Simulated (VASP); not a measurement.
# CoO (R-3m) in VASP: single point with PBE

Aim: the single point of CoO with PBE.

Everything below comes from runs of VASP 6.6.1. Logs are shortened: lines on timing, memory, paths and dates and some standing lists are left out, and cuts for length are marked.

### Step 1. The cell of the first run

It takes space group R-3m (No. 166, trigonal). Conventional cell: a = 3.011 Å, b = 3.011 Å, c = 7.320 Å, α = 90.00°, β = 90.00°, γ = 120.00°. Within 2.8 Å of Co (site symmetry -3m) lie 6 O at 2.12 Å. Within 2.8 Å of O (site symmetry -3m) lie 6 Co at 2.12 Å.

### Step 2. Single point, PBE, collinear spin, ferromagnetic start

File INCAR:

```
SYSTEM = CoO
ALGO = Normal
EDIFF = 1E-6
ENCUT = 1340
GGA = PE
GGA_COMPAT = .False.
ISIF = 2
ISMEAR = -1
ISPIN = 2
LASPH = .True.
LCHARG = .True.
LELF = .True.
LMAXMIX = 4
LORBIT = 11
LREAL = .False.
LVHAR = .True.
LWAVE = .False.
MAGMOM = 3 0
NBANDS = 22
NELM = 200
NUPDOWN = 3.0
PREC = Accurate
SIGMA = 0.05
```

File KPOINTS:

```
k-points
0
Gamma
  9 9 9
  0 0 0
```

File POSCAR:

```
CoO
1.0
    1.5054695445      0.8691832468      2.4399269062
   -1.5054695445      0.8691832468      2.4399269062
    0.0000000000     -1.7383664936      2.4399269062
Co O
1 1
Direct
    0.0000000000      0.0000000000      0.0000000000
    0.5000000000      0.5000000000      0.5000000000
```

Potentials or basis: VASP PAW PBE potentials, release 64 (Co_sv, O_h).

On the command line:

```
> cat potpaw_PBE.64/Co_sv/POTCAR potpaw_PBE.64/O_h/POTCAR > POTCAR
> mpirun -np 1 vasp_std > vasp.out
```

OUTCAR:

```text
SYSTEM = CoO
   EDIFF = 1E-6
   ENCUT = 1340
   GGA = PE
   ISIF = 2
   ISMEAR = -1
   ISPIN = 2
   LASPH = .True.
   LORBIT = 11
   LREAL = .False.
   NELM = 200
   NUPDOWN = 3.0
   PREC = Accurate

 ion  position               nearest neighbor table
   1  0.000  0.000  0.000-
   2  0.500  0.500  0.500-

  LATTYP: Found a trigonal (rhomboedric) cell.
 ALAT       =     2.9958573687
 COS(alpha) =     0.4949531368

  Lattice vectors:

 A1 = (   1.5054695445,   0.8691832468,   2.4399269062)
 A2 = (  -1.5054695445,   0.8691832468,   2.4399269062)
 A3 = (   0.0000000000,  -1.7383664936,   2.4399269062)

Analysis of symmetry for initial positions (statically):
=====================================================================
 Subroutine PRICEL returns:
 Original cell was already a primitive cell.

 Routine SETGRP: Setting up the symmetry group for a
 trigonal (rhombohedral) supercell.

 Subroutine GETGRP returns: Found 12 space group operations
 (whereof 12 operations were pure point group operations)
 out of a pool of 12 trial point group operations.

The static configuration has the point symmetry D_3d.

Analysis of symmetry for dynamics (positions and initial velocities):
=====================================================================
 Subroutine PRICEL returns:
 Original cell was already a primitive cell.

 Routine SETGRP: Setting up the symmetry group for a
 trigonal (rhombohedral) supercell.

 Subroutine GETGRP returns: Found 12 space group operations
 (whereof 12 operations were pure point group operations)
 out of a pool of 12 trial point group operations.

The dynamic configuration has the point symmetry D_3d.

Analysis of structural, dynamic, and magnetic symmetry:
=====================================================================
 Subroutine PRICEL returns:
 Original cell was already a primitive cell.

 Routine SETGRP: Setting up the symmetry group for a
 trigonal (rhombohedral) supercell.

 Subroutine GETGRP returns: Found 12 space group operations
 (whereof 12 operations were pure point group operations)
 out of a pool of 12 trial point group operations.

The overall configuration has the point symmetry D_3d.

 Subroutine INISYM returns: Found 12 space group operations
 (whereof 12 operations are pure point group operations),
 and found     1 'primitive' translations

----------------------------------------------------------------------------------------

                                     Primitive cell

  volume of cell :      19.1563

  direct lattice vectors                    reciprocal lattice vectors
     1.505469544  0.869183247  2.439926906     0.332122295  0.191750896  0.136616114
    -1.505469544  0.869183247  2.439926906    -0.332122295  0.191750896  0.136616114
     0.000000000 -1.738366494  2.439926906     0.000000000 -0.383501793  0.136616114

  length of vectors
     2.995857369  2.995857369  2.995857369     0.407108816  0.407108816  0.407108816

  position of ions in fractional coordinates (direct lattice)
     0.000000000  0.000000000  0.000000000
     0.500000000  0.500000000  0.500000000

  ion indices of the primitive-cell ions
   primitive index   ion index
                 1           1
                 2           2

----------------------------------------------------------------------------------------

 KPOINTS: k-points

Automatic generation of k-mesh.
 Grid dimensions read from file:
 generate k-points for:    9    9    9

 Generating k-lattice:

  Cartesian coordinates                     Fractional coordinates (reciprocal lattice)
     0.036902477  0.021305655  0.015179568     0.111111111  0.000000000  0.000000000
    -0.036902477  0.021305655  0.015179568     0.000000000  0.111111111  0.000000000
     0.000000000 -0.042611310  0.015179568     0.000000000  0.000000000  0.111111111

  Length of vectors
     0.045234313  0.045234313  0.045234313

  Shift w.r.t. Gamma in fractional coordinates (k-lattice)
     0.000000000  0.000000000  0.000000000

 Subroutine IBZKPT returns following result:
 ===========================================

 Found     85 irreducible k-points:

 Following reciprocal coordinates:
            Coordinates               Weight
  0.000000  0.000000  0.000000      1.000000
  0.111111  0.000000 -0.000000      6.000000
  0.222222  0.000000  0.000000      6.000000
  0.333333  0.000000  0.000000      6.000000
  0.444444  0.000000  0.000000      6.000000
  0.111111  0.111111 -0.000000      6.000000
[... 16 lines left out ...]
 -0.333333  0.333333  0.000000      6.000000
  0.444444  0.444444  0.000000      6.000000
 [... further k-points ...]
   k-points           NKPTS =     85   k-points in BZ     NKDIM =     85   number of bands    NBANDS=     22
   number of dos      NEDOS =    301   number of ions     NIONS =      2
   total plane-waves  NPLWV =  46656
   dimension x,y,z NGX =    36 NGY =   36 NGZ =   36
   dimension x,y,z NGXF=    72 NGYF=   72 NGZF=   72
   ions per type =               1   1
   NGX,Y,Z   is equivalent  to a cutoff of  19.98, 19.98, 19.98 a.u.
   NGXF,Y,Z  is equivalent  to a cutoff of  39.95, 39.95, 39.95 a.u.
 SYSTEM =  CoO
   PREC   = accura    normal or accurate (medium, high low for compatibility)
   ISTART =      0    job   : 0-new  1-cont  2-samecut
   ICHARG =      2    charge: 1-file 2-atom 10-const
   ISPIN  =      2    spin polarized calculation?
   LNONCOLLINEAR =      F non collinear calculations
   LSORBIT =      F    spin-orbit coupling
   LASPH  =      T    aspherical Exc in radial PAW
   ENCUT  = 1340.0 eV  98.49 Ry    9.92 a.u.   8.94  8.94  8.94*2*pi/ulx,y,z
   NELM   =    200;   NELMIN=  2; NELMDL= -5     # of ELM steps
   EDIFF  = 0.1E-05   stopping-criterion for ELM
   LREAL  =      F    real-space projection
[... 7 lines left out ...]
   TEBEG  =    0.0;   TEEND  =   0.0 temperature during run
   PSTRESS=    0.0 pullay stress
   NELECT =      23.0000    total number of electrons
   NUPDOWN=       3.0000    fix difference up-down
   EMIN   =  10.00;   EMAX   =-10.00  energy-range for DOS
   EFERMI =   0.00;   METHOD = LEGACY
   ISMEAR =    -1;   SIGMA  =   0.05  broadening in eV -4-tet -1-fermi 0-gaus
   EFERMI_NEDOS =   21; number of points for ismear=-14 and -15
   IALGO  =     38    algorithm
   IMIX   =      4    mixing-type and parameters
     AMIX     =   0.40;   BMIX     =  1.00
     AMIX_MAG =   1.60;   BMIX_MAG =  1.00
  volume/ion in A,a.u.               =       9.58        64.64
  Fermi-wavevector in a.u.,A,eV,Ry     =   1.739991  3.288106 41.192569  3.027568
  Thomas-Fermi vector in A             =   2.812726
   LORBIT       =     11    0 simple, 1 ext, 2 COOP (PROOUT), +10 PAW based schemes
   GGA     = PE    functional components
   LHFCALC =     F    Hartree Fock is set to
   AEXX    =    0.0000 exact exchange contribution
   IVDW    =     0    specifies the selected vdW correction
   LEPSILON=     F    determine dielectric tensor
   LRPA    =     F    only Hartree local field effects (RPA)
 spin polarized calculation
  energy-cutoff  :     1340.00
  volume of cell :       19.16
 maximum number of plane-waves:      2158
   NGX = 17   NGY = 17   NGZ = 17

 number of electron      22.9999996 magnetization       3.0000000

 Free energy of the ion-electron system (eV)
  ---------------------------------------------------
  ext. energy  EPLUGINS =         0.00000000
  ---------------------------------------------------
  free energy    TOTEN  =       -13.14807537 eV

  energy without entropy =      -13.11822579  energy(sigma->0) =      -13.13315058

 E-fermi :   9.4507     XC(G=0): -12.7481

 val. band max:        9.4912176058   @ k =   0.4444   0.4444   0.4444
 cond. band min:       9.4535093885   @ k =   0.3333   0.3333   0.1111
 fundamental gap:     -0.0377082173
 Fermi energy:        10.0453764556

 spin component 1

 k-point     1 :       0.0000    0.0000    0.0000
  band No.  band energies     occupation
      1     -87.5154      1.00000
      2     -50.7724      1.00000
      3     -50.7724      1.00000
      4     -50.7531      1.00000
      5     -10.8480      1.00000
      6       6.1145      1.00000
[... 14 lines left out ...]
     21      31.0021      0.00000
     22      34.2742      0.00000

 k-point     2 :       0.1111    0.0000   -0.0000
  band No.  band energies     occupation
      1     -87.5149      1.00000
      2     -50.7765      1.00000
      3     -50.7730      1.00000
      4     -50.7541      1.00000
      5     -10.7199      1.00000
      6       5.0995      1.00000
[... 14 lines left out ...]
     21      32.4657      0.00000
     22      36.0394      0.00000
[... 523 lines left out ...]
     21      38.2572      0.00000
     22      39.9869      0.00000

 k-point    24 :       0.4444    0.4444    0.0000
  band No.  band energies     occupation
      1     -87.5107      1.00000
      2     -50.8026      1.00000
      3     -50.7867      1.00000
      4     -50.7713      1.00000
      5      -9.6093      1.00000
      6       2.4881      1.00000
[... 14 lines left out ...]
     21      40.8312      0.00000
     22      40.8730      0.00000

 [... further k-points ...]

 spin component 2

 k-point     1 :       0.0000    0.0000    0.0000
  band No.  band energies     occupation
      1     -84.3900      1.00000
      2     -47.7169      1.00000
      3     -47.7169      1.00000
      4     -47.7109      1.00000
      5     -10.3124      1.00000
      6       6.8503      1.00000
[... 14 lines left out ...]
     21      32.0278      0.00000
     22      35.1699      0.00000

 k-point     2 :       0.1111    0.0000   -0.0000
  band No.  band energies     occupation
      1     -84.3895      1.00000
      2     -47.7219      1.00000
      3     -47.7176      1.00000
      4     -47.7119      1.00000
      5     -10.1802      1.00000
      6       5.8491      1.00000
[... 14 lines left out ...]
     21      33.2540      0.00000
     22      36.9922      0.00000
[... 523 lines left out ...]
     21      38.8733      0.00000
     22      40.7625      0.00000

 k-point    24 :       0.4444    0.4444    0.0000
  band No.  band energies     occupation
      1     -84.3845      1.00000
      2     -47.7556      1.00000
      3     -47.7337      1.00000
      4     -47.7293      1.00000
      5      -8.9892      1.00000
      6       2.9731      1.00000
[... 14 lines left out ...]
     21      40.9819      0.00000
     22      41.0208      0.00000

 [... further k-points ...]
[... 5 lines left out ...]
  --------------------------------------------------------------------------------------
  -------------------------------------------------------------------------------------
  Total        0.0511405      0.0511405     -0.0048867      0.0000000     -0.0000000      0.0000000
  in kB        4.2772419      4.2772419     -0.4087125      0.0000000     -0.0000000      0.0000000
  external PRESSURE =       2.7152571 kB  Pullay stress =       0.0000000 kB

 VOLUME and BASIS-vectors are now :
 -----------------------------------------------------------------------------
  energy-cutoff  :     1340.00
  volume of cell :       19.16
      direct lattice vectors                 reciprocal lattice vectors
     1.505469544  0.869183247  2.439926906     0.332122295  0.191750896  0.136616114
    -1.505469544  0.869183247  2.439926906    -0.332122295  0.191750896  0.136616114
     0.000000000 -1.738366494  2.439926906     0.000000000 -0.383501793  0.136616114

 POSITION                                       TOTAL-FORCE (eV/Angst)
 -----------------------------------------------------------------------------------
      0.00000      0.00000      0.00000         0.000000     -0.000000     -0.000000
      0.00000      0.00000      3.65989        -0.000000      0.000000      0.000000
 -----------------------------------------------------------------------------------
    total drift:                                0.000000      0.000000      0.000000

  FREE ENERGIE OF THE ION-ELECTRON SYSTEM (eV)
  ---------------------------------------------------
  free  energy   TOTEN  =       -13.1480753719 eV

  energy  without entropy=      -13.1182257869  energy(sigma->0) =      -13.13315058

 total charge

# of ion       s       p       d       tot
------------------------------------------
    1        2.143   6.064   6.665  14.872
    2        1.038   2.307   0.000   3.345
--------------------------------------------------
tot          3.182   8.371   6.665  18.217

 magnetization (x)

# of ion       s       p       d       tot
------------------------------------------
    1        0.014   0.010   2.548   2.572
    2        0.028   0.221   0.000   0.249
--------------------------------------------------
tot          0.042   0.232   2.548   2.821
```

Wall time 4.3 min (1 thread of Intel Xeon Platinum 8259CL at 2.50GHz (Skylake/Cascade Lake), shared host); peak memory 0.38 GiB.

What came out:

- Free energy: -13.1481 eV
- Pressure: 0.3 GPa
- Net moment: 3.00 μB per cell
- Site moments: Co +2.57; O +0.25 μB
- Valence electrons inside the program's atomic spheres: Co 14.87; O 3.35

Caveat: the total moment is fixed, so each spin has its own Fermi level and the state may be an excited one; a cell with one magnetic atom can't hold antiferromagnetic order, which such compounds often take.
